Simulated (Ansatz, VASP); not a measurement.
**ZnIn2Cl4 in VASP and in Ansatz**

```xyz
7
Lattice="-3.6943 3.6943 4.1698 3.6943 -3.6943 4.1698 3.6943 3.6943 -4.1698" Properties=species:S:1:pos:R:3 pbc="T T T"
Zn    0.0000    0.0000    0.0000
In    0.0000    3.6943    2.0849
In    3.6943    0.0000    2.0849
Cl    1.6646    1.6646    0.0000
Cl    2.0297   -2.0297    4.1698
Cl    2.0297    2.0297    4.1698
Cl   -2.0297    2.0297    4.1698
```

Change from the starting cell: species swapped into the Na2H4Pt type (I4/mmm, No. 139).

Alike in both runs: functional PBE; k mesh 4 × 4 × 4; occupations gaussian, width 0.1 eV; no spin polarisation.

Ansatz relaxed the structure, and its values are those at the end. VASP's run is a single point on that final structure, the one shown.

|  | VASP | Ansatz |
| --- | --- | --- |
| version | VASP 6.6.1 | Ansatz 0.2.0 |
| potentials or method | VASP PAW PBE potentials, release 64 (Zn, In_d, Cl), cutoff 520 eV | scalar-relativistic, plane waves, PAW |
| valence electrons in the cell | 66 | 66 |

```tsv
	VASP	Ansatz	Ansatz less VASP
gap on the k mesh at the Fermi level (eV)	2.38	2.38	-0.002
least direct gap on the mesh (eV)	2.38	2.38	-0.002
pressure (GPa)	0.0	0.0	+0.01
rms of the force components (eV/Å)	0.020	0.013	-0.0065
```

With one functional, cell and mesh, what is left measures potentials, basis and numerics.
